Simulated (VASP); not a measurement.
# AlRu (Pm-3m) in VASP: further runs

Aim: see how the results for AlRu move with the level of theory and the settings. Levels: HSE06, PBEsol-based screened hybrid, PBE-based screened hybrid, B3LYP, r2SCAN50. Tasks: single point.

Program: VASP 6.6.1. These are calculated values, not measurements. Logs are shortened: lines on timing, memory, paths and dates and some standing lists are left out, and cuts for length are marked.

### 1 The cell of the first run

Symmetry: Pm-3m, No. 221, cubic system. Conventional cell: a = 2.992 Å, b = 2.992 Å, c = 2.992 Å, α = 90.00°, β = 90.00°, γ = 90.00°. Ru (site symmetry m-3m) has 8 Al at 2.59 Å and 6 Ru at 2.99 Å within 3.4 Å. Al (site symmetry m-3m) has 8 Ru at 2.59 Å and 6 Al at 2.99 Å within 3.4 Å.

### 2 Single point, HSE06

POSCAR

```
AlRu
1.0
    2.9916000000      0.0000000000      0.0000000000
    0.0000000000      2.9916000000      0.0000000000
    0.0000000000      0.0000000000      2.9916000000
Ru Al
1 1
Direct
    0.5000000000      0.5000000000      0.5000000000
    0.0000000000      0.0000000000      0.0000000000
```

INCAR.step1

```
SYSTEM = AlRu
PREC = Accurate
ENCUT = 520
EDIFF = 1E-5
ISMEAR = -1
SIGMA = 0.05
LREAL = .FALSE.
LASPH = .TRUE.
NELM = 80
ALGO = Normal
ISIF = 2
LWAVE = .TRUE.
LCHARG = .FALSE.
NBANDS = 16
GGA = PE
```

INCAR.step2

```
SYSTEM = AlRu
PREC = Accurate
ENCUT = 520
EDIFF = 1E-6
ISMEAR = -1
SIGMA = 0.05
LREAL = .FALSE.
LASPH = .TRUE.
NELM = 80
ALGO = Normal
ISIF = 2
LWAVE = .FALSE.
LCHARG = .FALSE.
GGA = PE
LHFCALC = .TRUE.
HFSCREEN = 0.2079
PRECFOCK = Normal
NBANDS = 16
ISTART = 1
```

KPOINTS

```
Automatic mesh
0
G
  5 5 5
  0 0 0
```

Potentials or basis: VASP PAW PBE potentials, release 64 (Ru_pv, Al).

Run with:

```sh
> cat potpaw_PBE.64/Ru_pv/POTCAR potpaw_PBE.64/Al/POTCAR > POTCAR
> cp INCAR.step1 INCAR
> mpirun -np 1 vasp_std > vasp.out
> cp INCAR.step2 INCAR
> mpirun -np 1 vasp_std > vasp.out
```

OUTCAR:

```text
SYSTEM = AlRu
   PREC = Accurate
   ENCUT = 520
   EDIFF = 1E-6
   ISMEAR = -1
   LREAL = .FALSE.
   LASPH = .TRUE.
   NELM = 80
   ISIF = 2
   GGA = PE
   LHFCALC = .TRUE.
   HFSCREEN = 0.2079
   PRECFOCK = Normal
   ISTART = 1

 ion  position               nearest neighbor table
   1  0.500  0.500  0.500-   2 2.59   2 2.59   2 2.59   2 2.59   2 2.59   2 2.59   2 2.59   2 2.59

   2  0.000  0.000  0.000-   1 2.59   1 2.59   1 2.59   1 2.59   1 2.59   1 2.59   1 2.59   1 2.59

  LATTYP: Found a simple cubic cell.
 ALAT       =     2.9916000000

  Lattice vectors:

 A1 = (   2.9916000000,   0.0000000000,   0.0000000000)
 A2 = (   0.0000000000,   2.9916000000,   0.0000000000)
 A3 = (   0.0000000000,   0.0000000000,   2.9916000000)

Analysis of symmetry for initial positions (statically):
=====================================================================
 Subroutine PRICEL returns:
 Original cell was already a primitive cell.

 Routine SETGRP: Setting up the symmetry group for a
 simple cubic supercell.

 Subroutine GETGRP returns: Found 48 space group operations
[... 9 lines left out ...]

 Routine SETGRP: Setting up the symmetry group for a
 simple cubic supercell.

 Subroutine GETGRP returns: Found 48 space group operations
[... 11 lines left out ...]
                                     Primitive cell

  volume of cell :      26.7738

  direct lattice vectors                    reciprocal lattice vectors
     2.991600000  0.000000000  0.000000000     0.334269287  0.000000000  0.000000000
     0.000000000  2.991600000  0.000000000     0.000000000  0.334269287  0.000000000
     0.000000000  0.000000000  2.991600000     0.000000000  0.000000000  0.334269287

  length of vectors
     2.991600000  2.991600000  2.991600000     0.334269287  0.334269287  0.334269287

  position of ions in fractional coordinates (direct lattice)
     0.500000000  0.500000000  0.500000000
     0.000000000  0.000000000  0.000000000

  ion indices of the primitive-cell ions
   primitive index   ion index
                 1           1
                 2           2

----------------------------------------------------------------------------------------

 KPOINTS: Automatic mesh

Automatic generation of k-mesh.
 Grid dimensions read from file:
 generate k-points for:    5    5    5

 Generating k-lattice:

  Cartesian coordinates                     Fractional coordinates (reciprocal lattice)
     0.066853857  0.000000000  0.000000000     0.200000000  0.000000000  0.000000000
     0.000000000  0.066853857  0.000000000     0.000000000  0.200000000  0.000000000
     0.000000000  0.000000000  0.066853857     0.000000000  0.000000000  0.200000000

  Length of vectors
     0.066853857  0.066853857  0.066853857

  Shift w.r.t. Gamma in fractional coordinates (k-lattice)
     0.000000000  0.000000000  0.000000000

 Subroutine IBZKPT returns following result:
 ===========================================

 Found     10 irreducible k-points:

 Following reciprocal coordinates:
            Coordinates               Weight
  0.000000  0.000000  0.000000      1.000000
  0.200000  0.000000  0.000000      6.000000
  0.400000  0.000000  0.000000      6.000000
  0.200000  0.200000  0.000000     12.000000
  0.400000  0.200000  0.000000     24.000000
  0.400000  0.400000  0.000000     12.000000
  0.200000  0.200000  0.200000      8.000000
  0.400000  0.200000  0.200000     24.000000
  0.400000  0.400000  0.200000     24.000000
  0.400000  0.400000  0.400000      8.000000
   k-points           NKPTS =     10   k-points in BZ     NKDIM =    125   number of bands    NBANDS=     16
   number of dos      NEDOS =    301   number of ions     NIONS =      2
   total plane-waves  NPLWV =  13824
   dimension x,y,z NGX =    24 NGY =   24 NGZ =   24
   dimension x,y,z NGXF=    48 NGYF=   48 NGZF=   48
   ions per type =               1   1
   NGX,Y,Z   is equivalent  to a cutoff of  13.34, 13.34, 13.34 a.u.
   NGXF,Y,Z  is equivalent  to a cutoff of  26.67, 26.67, 26.67 a.u.
 SYSTEM =  AlRu
   PREC   = accura    normal or accurate (medium, high low for compatibility)
   ISTART =      1    job   : 0-new  1-cont  2-samecut
   ICHARG =      0    charge: 1-file 2-atom 10-const
   ISPIN  =      1    spin polarized calculation?
   LNONCOLLINEAR =      F non collinear calculations
   LSORBIT =      F    spin-orbit coupling
   LASPH  =      T    aspherical Exc in radial PAW
   ENCUT  =  520.0 eV  38.22 Ry    6.18 a.u.   5.56  5.56  5.56*2*pi/ulx,y,z
   NELM   =     80;   NELMIN=  2; NELMDL=  0     # of ELM steps
   EDIFF  = 0.1E-05   stopping-criterion for ELM
   LREAL  =      F    real-space projection
   EDIFFG = 0.1E-04   stopping-criterion for IOM
   NSW    =      0    number of steps for IOM
   IBRION =     -1    ionic relax: 0-MD 1-quasi-New 2-CG
   NFREE  =      0    steps in history (QN), initial steepest desc. (CG)
   ISIF   =      2    stress and relaxation
   ISYM   =      3    0-nonsym 1-usesym 2-fastsym
   POTIM  = 0.5000    time-step for ionic-motion
   TEBEG  =    0.0;   TEEND  =   0.0 temperature during run
   PSTRESS=    0.0 pullay stress
   NELECT =      17.0000    total number of electrons
   NUPDOWN=      -1.0000    fix difference up-down
   EMIN   =  10.00;   EMAX   =-10.00  energy-range for DOS
   EFERMI =   0.00;   METHOD = LEGACY
   ISMEAR =    -1;   SIGMA  =   0.05  broadening in eV -4-tet -1-fermi 0-gaus
   EFERMI_NEDOS =   21; number of points for ismear=-14 and -15
   IALGO  =     38    algorithm
   IMIX   =      1    mixing-type and parameters
     AMIX     =   0.40;   BMIX     =  1.00
     AMIX_MAG =   1.60;   BMIX_MAG =  1.00
  volume/ion in A,a.u.               =      13.39        90.34
  Fermi-wavevector in a.u.,A,eV,Ry     =   1.407087  2.659009 26.938090  1.979894
  Thomas-Fermi vector in A             =   2.529382
   LORBIT       =      0    0 simple, 1 ext, 2 COOP (PROOUT), +10 PAW based schemes
   GGA     = PE    functional components
   LHFCALC =     T    Hartree Fock is set to
   PRECFOCK=normal    Normal, Fast or Accurate (Low or Medium for compatibility)
   ENCUT4O =  -1.0   cutoff for four orbital integrals eV
   NKREDX  =     1    reduce k-point grid by
   NKREDY  =     1    reduce k-point grid by
   NKREDZ  =     1    reduce k-point grid by
   AEXX    =    0.2500 exact exchange contribution
   HFSCREEN=    0.2079 screening length (either q_TF or 0.3 A-1)
   HFSCREENC=   0.2079 screening length for correlation (either q_TF or 0.3 A-1)
   ENCUTFOCK=  -1.0 apply spherical cutoff to Coloumb kernel
   IVDW    =     0    specifies the selected vdW correction
   LEPSILON=     F    determine dielectric tensor
   LRPA    =     F    only Hartree local field effects (RPA)
 non-spin polarized calculation
  energy-cutoff  :      520.00
  volume of cell :       26.77
 maximum number of plane-waves:       739
 NGX is ok and might be reduce to    24
  NGX = 18; NGY = 18; NGZ = 18

 number of electron      16.9999996 magnetization

 Free energy of the ion-electron system (eV)
  ---------------------------------------------------
  ext. energy  EPLUGINS =         0.00000000
  ---------------------------------------------------
  free energy    TOTEN  =       -16.54255755 eV

  energy without entropy =      -16.52403980  energy(sigma->0) =      -16.53329867

 E-fermi :  10.6248     XC(G=0): -10.2441

 val. band max:       10.4314210796   @ k =   0.4000   0.0000   0.0000
 cond. band min:      10.6670164177   @ k =   0.4000   0.4000   0.2000
 fundamental gap:      0.2355953381
 Fermi energy:        10.6248379135

 k-point     1 :       0.0000    0.0000    0.0000
  band No.  band energies     occupation
      1     -34.0714      2.00000
      2     -34.0714      2.00000
      3     -34.0714      2.00000
      4      -0.4278      2.00000
      5       6.4068      2.00000
      6       6.4068      2.00000
      7      10.1814      1.99972
      8      10.1814      1.99972
      9      10.1814      1.99972
     10      17.2818      0.00000
     11      17.2818      0.00000
     12      17.2818      0.00000
     13      22.6853      0.00000
     14      22.6853      0.00000
     15      26.8917      0.00000
     16      27.0205      0.00000

 k-point     2 :       0.2000    0.0000    0.0000
  band No.  band energies     occupation
      1     -34.1622      2.00000
      2     -34.0649      2.00000
      3     -34.0649      2.00000
      4       0.4157      2.00000
      5       6.5691      2.00000
      6       6.6937      2.00000
      7       9.3653      2.00000
      8       9.3653      2.00000
      9      10.2746      1.99819
     10      14.8930      0.00000
     11      18.7274      0.00000
     12      18.7274      0.00000
     13      21.0817      0.00000
     14      24.2281      0.00000
     15      26.9819      0.00000
     16      29.2327      0.00000

 k-point     3 :       0.4000    0.0000    0.0000
  band No.  band energies     occupation
      1     -34.3075      2.00000
      2     -34.0542      2.00000
      3     -34.0542      2.00000
      4       2.6505      2.00000
      5       5.4092      2.00000
      6       7.2266      2.00000
      7       8.3768      2.00000
      8       8.3768      2.00000
      9      10.4314      1.95907
     10      13.5834      0.00000
     11      19.0130      0.00000
     12      21.5698      0.00000
     13      21.5698      0.00000
     14      24.8779      0.00000
     15      25.5581      0.00000
     16      25.5582      0.00000

 k-point     4 :       0.2000    0.2000    0.0000
  band No.  band energies     occupation
      1     -34.1570      2.00000
      2     -34.1525      2.00000
      3     -34.0584      2.00000
      4       1.1958      2.00000
      5       6.6959      2.00000
      6       7.0480      2.00000
      7       8.6275      2.00000
      8       9.3651      2.00000
      9       9.6524      2.00000
     10      15.3429      0.00000
     11      16.6212      0.00000
     12      20.0744      0.00000
     13      21.4006      0.00000
     14      25.9154      0.00000
     15      26.9818      0.00000
     16      27.0628      0.00000

 k-point     5 :       0.4000    0.2000    0.0000
  band No.  band energies     occupation
      1     -34.2990      2.00000
      2     -34.1426      2.00000
      3     -34.0478      2.00000
      4       3.1437      2.00000
      5       5.5315      2.00000
      6       7.6564      2.00000
      7       8.4316      2.00000
      8       8.5449      2.00000
      9       9.7477      2.00000
     10      13.6477      0.00000
     11      18.2411      0.00000
     12      20.0666      0.00000
     13      22.6165      0.00000
     14      23.6411      0.00000
     15      25.4775      0.00000
     16      26.9820      0.00000

 k-point     6 :       0.4000    0.4000    0.0000
  band No.  band energies     occupation
      1     -34.2860      2.00000
      2     -34.2844      2.00000
      3     -34.0373      2.00000
      4       3.5014      2.00000
      5       6.3444      2.00000
      6       8.5321      2.00000
      7       8.7890      2.00000
      8       8.8099      2.00000
      9       8.8919      2.00000
     10      13.1486      0.00000
     11      16.9699      0.00000
     12      18.3526      0.00000
     13      22.4530      0.00000
     14      24.4927      0.00000
     15      26.6752      0.00000
     16      26.9821      0.00000

 k-point     7 :       0.2000    0.2000    0.2000
  band No.  band energies     occupation
      1     -34.1518      2.00000
      2     -34.1455      2.00000
      3     -34.1455      2.00000
      4       1.8983      2.00000
      5       7.1021      2.00000
      6       7.1021      2.00000
      7       8.6912      2.00000
      8       8.8921      2.00000
      9       8.8921      2.00000
     10      16.6865      0.00000
     11      16.6865      0.00000
     12      17.6419      0.00000
     13      24.3390      0.00000
     14      24.3390      0.00000
     15      25.0613      0.00000
     16      26.9825      0.00000

 k-point     8 :       0.4000    0.2000    0.2000
  band No.  band energies     occupation
      1     -34.2909      2.00000
      2     -34.1377      2.00000
      3     -34.1339      2.00000
      4       3.5238      2.00000
      5       6.0242      2.00000
      6       6.8920      2.00000
      7       8.4078      2.00000
      8       9.0988      2.00000
      9       9.8800      2.00000
     10      14.0927      0.00000
     11      18.8266      0.00000
     12      18.8317      0.00000
     13      21.7678      0.00000
     14      21.8269      0.00000
     15      26.2003      0.00000
     16      26.9823      0.00000

 k-point     9 :       0.4000    0.4000    0.2000
  band No.  band energies     occupation
      1     -34.2783      2.00000
      2     -34.2766      2.00000
      3     -34.1245      2.00000
      4       3.8967      2.00000
      5       6.2084      2.00000
      6       6.5805      2.00000
      7       8.4353      2.00000
      8      10.6670      0.60157
      9      10.7345      0.20082
     10      13.9878      0.00000
     11      16.6301      0.00000
     12      18.1588      0.00000
     13      20.1267      0.00000
     14      23.4209      0.00000
     15      23.9507      0.00000
     16      26.9818      0.00000

 k-point    10 :       0.4000    0.4000    0.4000
  band No.  band energies     occupation
      1     -34.2662      2.00000
      2     -34.2633      2.00000
      3     -34.2633      2.00000
      4       4.5972      2.00000
      5       5.3314      2.00000
      6       5.3314      2.00000
      7      11.4261      0.00000
      8      11.4261      0.00000
      9      12.4075      0.00000
     10      14.8141      0.00000
     11      16.1639      0.00000
     12      16.1639      0.00000
     13      20.6641      0.00000
     14      20.6641      0.00000
     15      20.9916      0.00000
     16      26.2200      0.00000

------------------------ aborting loop because EDIFF is reached ----------------------------------------

  FORCE on cell =-STRESS in cart. coord.  units (eV):
  Direction    XX          YY          ZZ          XY          YZ          ZX
  --------------------------------------------------------------------------------------
  -------------------------------------------------------------------------------------
  Total       -0.4628018     -0.4628018     -0.4628018      0.0000000      0.0000000     -0.0000000
  in kB      -27.6945971    -27.6945971    -27.6945971      0.0000000      0.0000000     -0.0000000
  external PRESSURE =     -27.6945971 kB  Pullay stress =       0.0000000 kB

 VOLUME and BASIS-vectors are now :
 -----------------------------------------------------------------------------
  energy-cutoff  :      520.00
  volume of cell :       26.77
      direct lattice vectors                 reciprocal lattice vectors
     2.991600000  0.000000000  0.000000000     0.334269287  0.000000000  0.000000000
     0.000000000  2.991600000  0.000000000     0.000000000  0.334269287  0.000000000
     0.000000000  0.000000000  2.991600000     0.000000000  0.000000000  0.334269287

 POSITION                                       TOTAL-FORCE (eV/Angst)
 -----------------------------------------------------------------------------------
      1.49580      1.49580      1.49580         0.000000      0.000000      0.000000
      0.00000      0.00000      0.00000         0.000000      0.000000      0.000000
 -----------------------------------------------------------------------------------
    total drift:                               -0.000063     -0.000065      0.000091

  FREE ENERGIE OF THE ION-ELECTRON SYSTEM (eV)
  ---------------------------------------------------
  free  energy   TOTEN  =       -16.5425575515 eV

  energy  without entropy=      -16.5240397981  energy(sigma->0) =      -16.53329867
```

It took 9.9 min on 1 thread of Intel Xeon 6975P-C, shared host; peak memory 0.25 GiB.

What came out:

```
Free energy : -16.5426 eV
Pressure    : -2.8 GPa
```

Caveat: the k points lie up to 0.42 Å⁻¹ apart; the PAW data sets were made with another functional, which shifts forces and pressure a little.

### 3 Single point, PBEsol-based screened hybrid

POSCAR is that of step 2.

INCAR.step1

```
PREC = Accurate
ENCUT = 520
EDIFF = 1E-5
ISMEAR = -1
SIGMA = 0.05
LREAL = False
LASPH = True
NELM = 80
ALGO = Normal
ISIF = 2
LWAVE = True
LCHARG = False
GGA = PE
NBANDS = 16
```

INCAR.step2

```
PREC = Accurate
ENCUT = 520
EDIFF = 1E-6
ISMEAR = -1
SIGMA = 0.05
LREAL = False
LASPH = True
NELM = 80
ALGO = Normal
ISIF = 2
LWAVE = False
LCHARG = False
GGA = PS
LHFCALC = True
AEXX = 0.25
HFSCREEN = 0.207
PRECFOCK = Normal
ISTART = 1
NBANDS = 16
```

KPOINTS

```
regular mesh
0
Gamma
  5 5 5
```

Potentials or basis: VASP PAW PBE potentials, release 64 (Ru_pv, Al).

Run with:

```sh
> cat potpaw_PBE.64/Ru_pv/POTCAR potpaw_PBE.64/Al/POTCAR > POTCAR
> cp INCAR.step1 INCAR
> mpirun -np 1 vasp_std > vasp.out
> cp INCAR.step2 INCAR
> mpirun -np 1 vasp_std > vasp.out
```

Wall time 9.8 min (1 thread of Intel Xeon 6975P-C, shared host); peak memory 0.25 GiB.

Results (log left out):

- Free energy: -17.3850 eV
- Pressure: -6.5 GPa

Levels at points of the mesh, in eV from the Fermi level:
```
           k point  band 6  band 7  band 8  band 9  band 10  band 11  band 12  band 13
(0.00, 0.00, 0.00)   -4.24   -0.42   -0.42   -0.42     6.66     6.66     6.66    12.07
```

Caveat: the k points lie up to 0.42 Å⁻¹ apart; the PAW data sets were made with another functional, which shifts forces and pressure a little.

### 4 Single point, PBE-based screened hybrid

POSCAR is that of step 3.

INCAR.step1

```
SYSTEM = AlRu
  ALGO = Normal
  EDIFF = 1E-5
  ENCUT = 520
  GGA = PE
  ISIF = 2
  ISMEAR = -1
  LASPH = .True.
  LREAL = .False.
  LWAVE = .True.
  NBANDS = 16
  NELM = 100
  PREC = Accurate
  SIGMA = 0.05
```

INCAR.step2

```
SYSTEM = AlRu
  AEXX = 0.25
  ALGO = Normal
  EDIFF = 1E-7
  ENCUT = 520
  GGA = PE
  HFSCREEN = 0.3
  ISIF = 2
  ISMEAR = -1
  ISTART = 1
  LASPH = .True.
  LCHARG = .True.
  LELF = .True.
  LHFCALC = .True.
  LREAL = .False.
  LVHAR = .True.
  LWAVE = .False.
  NBANDS = 16
  NELM = 100
  PREC = Accurate
  PRECFOCK = Normal
  SIGMA = 0.05
```

KPOINTS

```
k-points
0
Gamma
  5 5 5
  0 0 0
```

Run with:

```sh
> cat potpaw_PBE.64/Ru_pv/POTCAR potpaw_PBE.64/Al/POTCAR > POTCAR
> cp INCAR.step1 INCAR
> mpirun -np 1 vasp_std > vasp.out
> cp INCAR.step2 INCAR
> mpirun -np 1 vasp_std > vasp.out
```

Wall time 11 min (1 thread of Intel Xeon 6975P-C, shared host); peak memory 0.25 GiB.

It converged, with:

```
Free energy : -16.0684 eV
Pressure    : -2.4 GPa
```

Levels at points of the mesh, in eV from the Fermi level:
```tsv
k point	band 7	band 8	band 9	band 10	band 11	band 12
(0.00, 0.00, 0.00)	-0.32	-0.32	-0.32	6.54	6.54	6.54
```

Caveat: the k points lie up to 0.42 Å⁻¹ apart; the PAW data sets were made with another functional, which shifts forces and pressure a little.

[end of part 1 of 2]
